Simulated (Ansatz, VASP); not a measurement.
## One calculation of Mg3Se4, two programs

```
Mg Se
1.0
     4.51491   -5.44661    0.00000
     4.51491    5.44661    0.00000
     0.00000    0.00000    3.14576
Mg Se
3 4
Direct
  0.50000 0.00000 0.50000
  0.00000 0.50000 0.50000
  0.00000 0.00000 0.00000
  0.24102 0.24102 0.50000
  0.75898 0.75898 0.50000
  0.74650 0.25350 0.00000
  0.25350 0.74650 0.00000
```

Change from the starting cell: species swapped into the Zr3S4 type (Cmmm, No. 65).

Alike in both runs: functional PBE; k mesh 3 × 3 × 4; occupations gaussian, width 0.2 eV; no spin polarisation.

Ansatz relaxed the structure, and its values are those at the end. VASP's run is a single point on that final structure, the one shown.

```csv
,VASP,Ansatz
version,VASP 6.6.1,Ansatz 0.2.0
potentials or method,"VASP PAW PBE potentials, release 64 (Mg, Se), cutoff 520 eV","scalar-relativistic, plane waves, PAW"
valence electrons in the cell,30,94
```

```tsv
	VASP	Ansatz	Ansatz less VASP
gap on the k mesh at the Fermi level (eV)	none	none	-
pressure (GPa)	0.0	0.1	+0.11
rms of the force components (eV/Å)	0.021	0.019	-0.0021
```

A gap of «none» marks a metal or a gap that the smearing closes. VASP's potentials hold 30 valence electrons a cell and Ansatz's 94, so a difference there can come from the potentials and not from the codes.

The k mesh is coarse, so the values compare programs but aren't converged.
